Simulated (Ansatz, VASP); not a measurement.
# Two plane-wave programs on LiF

```xyz
2
Lattice="2.8874 0.0000 0.0000 0.0000 2.8874 0.0000 0.0000 0.0000 14.0000" Properties=species:S:1:pos:R:3 pbc="T T T"
Li    1.4437    1.4437    7.0000
F     0.0000    0.0000    7.0000
```

Alike in both runs: task single point; functional PBE; k mesh 6 × 6 × 1; occupations gaussian, width 0.1 eV; no spin polarisation.

```csv
,VASP,Ansatz
version,VASP 6.6.1,Ansatz 0.2.0
potentials or method,"VASP PAW PBE potentials, release 64 (Li_sv, F), cutoff 650 eV","scalar-relativistic, plane waves, PAW"
valence electrons in the cell,10,10
```

|  | VASP | Ansatz | Ansatz less VASP |
| --- | --- | --- | --- |
| gap on the k mesh at the Fermi level (eV) | 6.09 | 6.10 | +0.008 |
| least direct gap on the mesh (eV) | 6.36 | 6.37 | +0.008 |

The functional is the same, so the differences come from potentials, cutoffs and numerics. Ansatz's warnings: slab cell height set.
